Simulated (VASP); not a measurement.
Here is a VASP 6.6.1 calculation.

INCAR

```
PREC     = Accurate       # precision mode
ENCUT    = 520            # plane-wave cutoff, eV
EDIFF    = 1E-6           # SCF threshold, eV
ISMEAR   = -1             # smearing method
SIGMA    = 0.03           # smearing width, eV
LREAL    = F              # projectors in reciprocal space
LASPH    = T              # aspherical terms in the spheres
NELM     = 150            # most SCF steps
ALGO     = Normal         # electronic algorithm
ISIF     = 2              # what is computed and relaxed
LWAVE    = F              # write WAVECAR
LCHARG   = F              # write CHGCAR
ISPIN    = 2              # spin polarisation
MAGMOM   = 3 3 3 0        # initial moments
LORBIT   = 11             # projections on sites
LMAXMIX  = 4              # l up to which the mixer works
GGA      = PS             # functional
NBANDS   = 31             # bands
```

The input KPOINTS:

```
Automatic mesh
0
Gamma
  9 9 9
```

The input POSCAR:

```
Fe3Ge
1.0
    3.5341743944      0.0000000000      0.0000000000
    0.0000000000      3.5341743944      0.0000000000
    0.0000000000      0.0000000000      3.5341743944
Fe Ge
3 1
Direct
    0.0000000000      0.5000000000      0.5000000000
    0.5000000000      0.5000000000      0.0000000000
    0.5000000000      0.0000000000      0.5000000000
    0.0000000000      0.0000000000      0.0000000000
```

Potentials or basis: VASP PAW PBE potentials, release 64 (Fe, Ge_d).

The run is started by

```bash
$ cat potpaw_PBE.64/Fe/POTCAR potpaw_PBE.64/Ge_d/POTCAR > POTCAR
$ mpirun -np 1 vasp_std > vasp.out
```

(1) What does it give for the net moment?

(2) Estimate the pressure.

(3) Predict the site moments.

Results:

(1) 6.13 μB per cell.

(2) 9.8 GPa.

(3) Fe +2.06; Ge -0.12 μB.

Caveat: the PAW data sets were made with another functional, which shifts forces and pressure a little.
